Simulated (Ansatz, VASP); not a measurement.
One calculation of AgRh, two programs

```
Ag Rh
1.0
     2.81414    0.00000    0.00000
    -1.40707    2.43712    0.00000
     0.00000    0.00000    4.87188
Ag Rh
1 1
Direct
  0.00000 0.00000 0.50000
  0.66667 0.33333 0.00000
```

Alike in both runs: task single point; functional LDA; k mesh 11 × 11 × 6; occupations fermi-dirac, width 0.05 eV; no spin polarisation.

```csv
,VASP,Ansatz
version,VASP 6.6.1,Ansatz 0.2.0
potentials or method,"VASP PAW LDA potentials, release 64 (Ag, Rh_pv)",Ansatz PAW
plane-wave cutoff (eV),520,420
valence electrons in the cell,26,36
```

Ansatz gave:

- gap on the k mesh at the Fermi level (eV): none
- pressure (GPa): -19.8
- traceless stress, the component that is largest in VASP (GPa): 0.90

Estimate VASP's values.

gap on the k mesh at the Fermi level (eV): none; pressure (GPa): -19.5; traceless stress, the component that is largest in VASP (GPa): 0.88.

LDA's correlation is that of Perdew and Zunger in VASP and of Perdew and Wang (1992) in Ansatz. A gap of «none» marks a metal or a gap that the smearing closes. VASP's potentials hold 26 valence electrons a cell and Ansatz's 36, so a difference there can come from the potentials and not from the codes.
